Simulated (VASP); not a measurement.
# AlP (F-43m) in VASP: a series of runs

The runs below take AlP through single point, relaxation of cell and atoms, with LDA.

Everything below comes from runs of VASP 6.6.1. Logs are shortened: lines on timing, memory, paths and dates and some standing lists are left out, and cuts for length are marked.

**1. The cell of the first run**

Symmetry: F-43m, No. 216, cubic system. Conventional cell: a = 5.434 Å, b = 5.434 Å, c = 5.434 Å, α = 90.00°, β = 90.00°, γ = 90.00°. Within 3.1 Å of Al (site symmetry -43m) lie 4 P at 2.35 Å. P (site symmetry -43m) has 4 Al at 2.35 Å within 3.1 Å.

**2. Single point, LDA**

The input, INCAR:

```
PREC = Accurate
ENCUT = 500
EDIFF = 1E-6
ISMEAR = 1
SIGMA = 0.01
LREAL = False
LASPH = True
NELM = 120
ALGO = Normal
ISIF = 2
LWAVE = False
LCHARG = False
GGA = CA
NBANDS = 11
GGA_COMPAT = False
```

The input, KPOINTS:

```
Automatic mesh
0
Gamma
  7 7 7
```

The input, POSCAR:

```
AlP
1.0
    0.0000000000      2.7169793448      2.7169793448
    2.7169793448      0.0000000000      2.7169793448
    2.7169793448      2.7169793448      0.0000000000
Al P
1 1
Direct
    0.0000000000      0.0000000000      0.0000000000
    0.2500000000      0.2500000000      0.2500000000
```

Potentials or basis: VASP PAW LDA potentials, release 64 (Al, P).

Started as:

```console
> cat potpaw_LDA.64/Al/POTCAR potpaw_LDA.64/P/POTCAR > POTCAR
> mpirun -np 1 vasp_std > vasp.out
```

OUTCAR:

```text
PREC = Accurate
   ENCUT = 500
   EDIFF = 1E-6
   ISMEAR = 1
   LREAL = False
   LASPH = True
   NELM = 120
   ISIF = 2
   GGA = CA

 ion  position               nearest neighbor table
   1  0.000  0.000  0.000-   2 2.35   2 2.35   2 2.35   2 2.35
   2  0.250  0.250  0.250-   1 2.35   1 2.35   1 2.35   1 2.35

  LATTYP: Found a face centered cubic cell.
 ALAT       =     5.4339586896

  Lattice vectors:

 A1 = (   0.0000000000,   2.7169793448,   2.7169793448)
 A2 = (   2.7169793448,   0.0000000000,   2.7169793448)
 A3 = (   2.7169793448,   2.7169793448,   0.0000000000)

Analysis of symmetry for initial positions (statically):
=====================================================================
 Subroutine PRICEL returns:
 Original cell was already a primitive cell.

 Routine SETGRP: Setting up the symmetry group for a
 face centered cubic supercell.

 Subroutine GETGRP returns: Found 24 space group operations
 (whereof 24 operations were pure point group operations)
 out of a pool of 48 trial point group operations.

The static configuration has the point symmetry T_d .

Analysis of symmetry for dynamics (positions and initial velocities):
=====================================================================
 Subroutine PRICEL returns:
 Original cell was already a primitive cell.

 Routine SETGRP: Setting up the symmetry group for a
 face centered cubic supercell.

 Subroutine GETGRP returns: Found 24 space group operations
 (whereof 24 operations were pure point group operations)
 out of a pool of 48 trial point group operations.

The dynamic configuration has the point symmetry T_d .

 Subroutine INISYM returns: Found 24 space group operations
 (whereof 24 operations are pure point group operations),
 and found     1 'primitive' translations

----------------------------------------------------------------------------------------

                                     Primitive cell

  volume of cell :      40.1134

  direct lattice vectors                    reciprocal lattice vectors
     0.000000000  2.716979345  2.716979345    -0.184027899  0.184027899  0.184027899
     2.716979345  0.000000000  2.716979345     0.184027899 -0.184027899  0.184027899
     2.716979345  2.716979345  0.000000000     0.184027899  0.184027899 -0.184027899

  length of vectors
     3.842389038  3.842389038  3.842389038     0.318745671  0.318745671  0.318745671

  position of ions in fractional coordinates (direct lattice)
     0.000000000  0.000000000  0.000000000
[... 80 lines left out ...]
   ISYM   =      2    0-nonsym 1-usesym 2-fastsym
   POTIM  = 0.5000    time-step for ionic-motion
   TEBEG  =    0.0;   TEEND  =   0.0 temperature during run
   PSTRESS=    0.0 pullay stress
   NELECT =       8.0000    total number of electrons
   NUPDOWN=      -1.0000    fix difference up-down
   EMIN   =  10.00;   EMAX   =-10.00  energy-range for DOS
   EFERMI =   0.00;   METHOD = LEGACY
   ISMEAR =     1;   SIGMA  =   0.01  broadening in eV -4-tet -1-fermi 0-gaus
   EFERMI_NEDOS =   21; number of points for ismear=-14 and -15
   IALGO  =     38    algorithm
   IMIX   =      4    mixing-type and parameters
     AMIX     =   0.40;   BMIX     =  1.00
     AMIX_MAG =   1.60;   BMIX_MAG =  1.00
  volume/ion in A,a.u.               =      20.06       135.35
  Fermi-wavevector in a.u.,A,eV,Ry     =   0.956478  1.807482 12.447302  0.914851
  Thomas-Fermi vector in A             =   2.085410
   LORBIT       =      0    0 simple, 1 ext, 2 COOP (PROOUT), +10 PAW based schemes
   GGA     = CA    functional components
   LHFCALC =     F    Hartree Fock is set to
   AEXX    =    0.0000 exact exchange contribution
   IVDW    =     0    specifies the selected vdW correction
   LEPSILON=     F    determine dielectric tensor
   LRPA    =     F    only Hartree local field effects (RPA)
 non-spin polarized calculation
 Methfessel and Paxton  Order N= 1 SIGMA  =   0.01
  energy-cutoff  :      500.00
  volume of cell :       40.11
 maximum number of plane-waves:      1029
   NGX = 13   NGY = 13   NGZ = 13

 number of electron       8.0000000 magnetization

 Free energy of the ion-electron system (eV)
  ---------------------------------------------------
  ext. energy  EPLUGINS =         0.00000000
  ---------------------------------------------------
  free energy    TOTEN  =       -11.41009774 eV

  energy without entropy =      -11.41009774  energy(sigma->0) =      -11.41009774

 E-fermi :   4.6315     XC(G=0):  -9.5031

 val. band max:        4.5845543773   @ k =   0.0000   0.0000   0.0000
 cond. band min:       6.1293731257   @ k =   0.4286   0.4286   0.0000
 fundamental gap:      1.5448187483
 Fermi energy:         4.6314593177

 k-point     1 :       0.0000    0.0000    0.0000
  band No.  band energies     occupation
      1      -7.0038      2.00000
      2       4.5846      2.00000
      3       4.5846      2.00000
      4       4.5846      2.00000
      5       7.8252      0.00000
      6       9.0758      0.00000
      7       9.0758      0.00000
      8       9.0758      0.00000
      9      13.4127      0.00000
     10      13.4127      0.00000
     11      14.6682      0.00000
[... 253 lines left out ...]
 k-point    20 :      -0.2857    0.4286    0.1429
  band No.  band energies     occupation
      1      -4.6035      2.00000
      2      -0.4206      2.00000
      3       1.0933      2.00000
      4       2.2429      2.00000
      5       8.1438      0.00000
      6      10.1884      0.00000
      7      11.3393      0.00000
      8      11.5944      0.00000
      9      14.6797      0.00000
     10      15.7863      0.00000
     11      18.5441      0.00000

------------------------ aborting loop because EDIFF is reached ----------------------------------------

  FORCE on cell =-STRESS in cart. coord.  units (eV):
  Direction    XX          YY          ZZ          XY          YZ          ZX
  --------------------------------------------------------------------------------------
  -------------------------------------------------------------------------------------
  Total        0.0149930      0.0149930      0.0149930      0.0000000      0.0000000      0.0000000
  in kB        0.5988380      0.5988380      0.5988380      0.0000000      0.0000000      0.0000000
  external PRESSURE =       0.5988380 kB  Pullay stress =       0.0000000 kB

 VOLUME and BASIS-vectors are now :
 -----------------------------------------------------------------------------
  energy-cutoff  :      500.00
  volume of cell :       40.11
      direct lattice vectors                 reciprocal lattice vectors
     0.000000000  2.716979345  2.716979345    -0.184027899  0.184027899  0.184027899
     2.716979345  0.000000000  2.716979345     0.184027899 -0.184027899  0.184027899
     2.716979345  2.716979345  0.000000000     0.184027899  0.184027899 -0.184027899

 POSITION                                       TOTAL-FORCE (eV/Angst)
 -----------------------------------------------------------------------------------
      0.00000      0.00000      0.00000         0.000000      0.000000      0.000000
      1.35849      1.35849      1.35849        -0.000000     -0.000000     -0.000000
 -----------------------------------------------------------------------------------
    total drift:                               -0.000000     -0.000000     -0.000000

  FREE ENERGIE OF THE ION-ELECTRON SYSTEM (eV)
  ---------------------------------------------------
  free  energy   TOTEN  =       -11.4100977417 eV

  energy  without entropy=      -11.4100977417  energy(sigma->0) =      -11.41009774
```

stdout:

```text
POSCAR found type information on POSCAR AlP
 POSCAR found :  2 types and       2 ions
 scaLAPACK will be used
 LDA part: xc-table for (Slater(with rela. corr.)+CA(PZ))
 , standard interpolation
 POSCAR, INCAR and KPOINTS ok, starting setup
 FFT: planning ... GRIDC
 FFT: planning ... GRID_SOFT
 FFT: planning ... GRID
 WAVECAR not read
 entering main loop
```

It took 6.2 s on 1 thread of Intel Xeon Platinum 8259CL at 2.50GHz (Skylake/Cascade Lake), shared host; peak memory 0.13 GiB.

What came out:

- Free energy: -11.4101 eV
- Pressure: 0.1 GPa
- Band gap on the k mesh: 1.54 eV (least direct gap 3.24 eV)

Caveat: an odd mesh through Γ misses points on the zone boundary, where band edges can lie.

**3. Relaxation of cell and atoms, LDA**

This run uses another cell than the first one, of 20.23 Å³/atom.

The input, INCAR:

```
SYSTEM = AlP
ALGO     = Normal         ! electronic algorithm
EDIFF    = 1E-7           ! SCF threshold, eV
EDIFFG   = -0.02          ! ionic threshold
ENCUT    = 500            ! plane-wave cutoff, eV
GGA_COMPAT= .False.      
IBRION   = 2              ! ionic algorithm
ISIF     = 3              ! what is computed and relaxed
ISMEAR   = 1              ! smearing method
LASPH    = .True.         ! aspherical terms in the spheres
LCHARG   = .False.        ! write CHGCAR
LREAL    = .False.        ! projectors in reciprocal space
LWAVE    = .False.        ! write WAVECAR
NELM     = 120            ! most SCF steps
NELMIN   = 4            
NSW      = 80             ! ionic steps
PREC     = Accurate       ! precision mode
SIGMA    = 0.01           ! smearing width, eV
```

The input, KPOINTS:

```
k-points
0
Gamma
  7 7 7
  0 0 0
```

The input, POSCAR:

```
AlP
1.0
    0.0000000000      2.7250000000      2.7250000000
    2.7250000000      0.0000000000      2.7250000000
    2.7250000000      2.7250000000      0.0000000000
Al P
1 1
Direct
    0.0000000000      0.0000000000      0.0000000000
    0.2500000000      0.2500000000      0.2500000000
```

Potentials or basis: VASP PAW LDA potentials, release 64 (Al, P).

Started as:

```console
> cat potpaw_LDA.64/Al/POTCAR potpaw_LDA.64/P/POTCAR > POTCAR
> mpirun -np 1 vasp_std > vasp.out
```

OUTCAR:

```text
SYSTEM = AlP
   EDIFF = 1E-7
   EDIFFG = -0.02
   ENCUT = 500
   IBRION = 2
   ISIF = 3
   ISMEAR = 1
   LASPH = .True.
   LREAL = .False.
   NELM = 120
   NELMIN = 4
   NSW = 80
   PREC = Accurate

 ion  position               nearest neighbor table
   1  0.000  0.000  0.000-   2 2.36   2 2.36   2 2.36   2 2.36
   2  0.250  0.250  0.250-   1 2.36   1 2.36   1 2.36   1 2.36

  LATTYP: Found a face centered cubic cell.
 ALAT       =     5.4500000000

  Lattice vectors:

 A1 = (   0.0000000000,   2.7250000000,   2.7250000000)
 A2 = (   2.7250000000,   0.0000000000,   2.7250000000)
 A3 = (   2.7250000000,   2.7250000000,   0.0000000000)

Analysis of symmetry for initial positions (statically):
=====================================================================
 Subroutine PRICEL returns:
 Original cell was already a primitive cell.

 Routine SETGRP: Setting up the symmetry group for a
 face centered cubic supercell.

 Subroutine GETGRP returns: Found 24 space group operations
 (whereof 24 operations were pure point group operations)
 out of a pool of 48 trial point group operations.

[... 144 lines left out ...]
  volume of cell :       40.47
 maximum number of plane-waves:      1040
   NGX = 13   NGY = 13   NGZ = 13

--------------------------------------- Ionic step        1  -------------------------------------------

 number of electron       8.0000000 magnetization

 Free energy of the ion-electron system (eV)
  ---------------------------------------------------
  ext. energy  EPLUGINS =         0.00000000
  ---------------------------------------------------
  free energy    TOTEN  =       -11.40941152 eV

  energy without entropy =      -11.40941152  energy(sigma->0) =      -11.40941152

------------------------ aborting loop because EDIFF is reached ----------------------------------------

  FORCE on cell =-STRESS in cart. coord.  units (eV):
  Direction    XX          YY          ZZ          XY          YZ          ZX
  --------------------------------------------------------------------------------------
  -------------------------------------------------------------------------------------
  Total       -0.1839732     -0.1839732     -0.1839732     -0.0000000     -0.0000000     -0.0000000
  in kB       -7.2834258     -7.2834258     -7.2834258     -0.0000000     -0.0000000     -0.0000000
  external PRESSURE =      -7.2834258 kB  Pullay stress =       0.0000000 kB
[... 59 lines left out ...]
--------------------------------------- Ionic step        3  -------------------------------------------

 number of electron       8.0000000 magnetization

 Free energy of the ion-electron system (eV)
  ---------------------------------------------------
  ext. energy  EPLUGINS =         0.00000000
  ---------------------------------------------------
  free energy    TOTEN  =       -11.41016378 eV

  energy without entropy =      -11.41016378  energy(sigma->0) =      -11.41016378

 E-fermi :   4.6390     XC(G=0):  -9.5005

 val. band max:        4.5783556702   @ k =   0.0000   0.0000   0.0000
 cond. band min:       6.1243231231   @ k =   0.4286   0.4286   0.0000
 fundamental gap:      1.5459674529
 Fermi energy:         4.6389591139

 k-point     1 :       0.0000    0.0000    0.0000
  band No.  band energies     occupation
      1      -7.0061      2.00000
      2       4.5784      2.00000
      3       4.5784      2.00000
      4       4.5784      2.00000
      5       7.8133      0.00000
      6       9.0687      0.00000
      7       9.0687      0.00000
      8       9.0687      0.00000
[... 236 lines left out ...]
  FREE ENERGIE OF THE ION-ELECTRON SYSTEM (eV)
  ---------------------------------------------------
  free  energy   TOTEN  =       -11.4101637844 eV

  energy  without entropy=      -11.4101637844  energy(sigma->0) =      -11.41016378

 reached required accuracy - stopping structural energy minimisation
```

CONTCAR:

```text
AlP
   1.00000000000000
    -0.0000000000000000    2.7175868466669626    2.7175868466669626
     2.7175868466669626    0.0000000000000000    2.7175868466669626
     2.7175868466669626    2.7175868466669626   -0.0000000000000000
  Al              P
     1     1
Direct
     0.0000000000000000    0.0000000000000000    0.0000000000000000
     0.2500000000000000    0.2500000000000000    0.2500000000000000

  0.00000000E+00  0.00000000E+00  0.00000000E+00
  0.00000000E+00  0.00000000E+00  0.00000000E+00
```

Run time: 10 s. Hardware: 1 thread of Intel Xeon Platinum 8259CL at 2.50GHz (Skylake/Cascade Lake), shared host; peak memory 0.13 GiB.

Results:

| Quantity | Value |
| --- | --- |
| Free energy | -11.4102 eV |
| Relaxed volume | 20.07 Å³/atom |
| Relaxed cell | a = 3.843 Å, b = 3.843 Å, c = 3.843 Å, α = 60.00°, β = 60.00°, γ = 60.00° |
| Space group after relaxing (to 0.1 Å) | F-43m (No. 216) |
| Energy gained by relaxing | 0.4 meV/atom |
| Ionic steps | 3 |
| Pressure after relaxing | 0.0 GPa |
| Band gap on the k mesh | 1.55 eV (least direct gap 3.23 eV) |

The path:
```tsv
step	energy change (eV)	largest force (eV/Å)	pressure (GPa)	volume (Å³)
1	0.0000	0.0000	-0.73	40.47
2	-0.0005	0.0000	0.47	39.93
3	-0.0008	0.0000	0.00	40.14
```

Final structure:
```yaml
crystal:
  lattice:
    - [0.00000, 2.71759, 2.71759]
    - [2.71759, 0.00000, 2.71759]
    - [2.71759, 2.71759, 0.00000]
  atoms:
    - { symbol: Al, position: [0.00000, 0.00000, 0.00000] }
    - { symbol: P, position: [0.25000, 0.25000, 0.25000] }
```

Levels at points of the mesh, in eV from the valence-band top:
```tsv
k point	band 2	band 3	band 4	band 5	band 6	band 7
(0.00, 0.00, 0.00)	0.00	0.00	0.00	3.23	4.49	4.49
```

Caveat: an odd mesh through Γ misses points on the zone boundary, where band edges can lie.
